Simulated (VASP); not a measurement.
A run of VASP 6.6.1 is set up as follows.

INCAR

```
  PREC = Accurate
  ENCUT = 520
  EDIFF = 1E-6
  ISMEAR = 0
  SIGMA = 0.1
  LREAL = False
  LASPH = True
  NELM = 150
  ALGO = Normal
  ISIF = 2
  LWAVE = False
  LCHARG = False
  ISPIN = 2
  MAGMOM = 7.55 0
  LORBIT = 11
  LMAXMIX = 6
  GGA = PE
  NBANDS = 22
```

File KPOINTS:

```
Automatic mesh
0
Gamma
  18 18 18
```

POSCAR

```
GdN
1.0
   -1.7620653224      1.7620653224      2.4919358285
    1.7620653224     -1.7620653224      2.4919358285
    1.7620653224      1.7620653224     -2.4919358285
Gd N
1 1
Direct
    0.3017358750      0.3017358750      0.0000000000
    0.8017358750      0.8017358750      0.0000000000
```

Potentials or basis: VASP PAW PBE potentials, release 64 (Gd, N).

Command:

```sh
$ cat potpaw_PBE.64/Gd/POTCAR potpaw_PBE.64/N/POTCAR > POTCAR
$ mpirun -np 1 vasp_std > vasp.out
```

Q: Estimate the site moments.

A: Gd +6.80; N -0.09 μB.

Q: What does it give for the band gap on the k mesh?

A: Zero (filled and empty bands overlap).

Caveat: spin-orbit coupling is left out, which moves the levels of the heavy elements; a cell with one magnetic atom can't hold antiferromagnetic order, which such compounds often take; semilocal functionals describe open f shells poorly, which spoils levels, moments and volumes. With open d or f shells a metallic result of PBE can be an artefact of self-interaction; +U or a hybrid may open a gap.
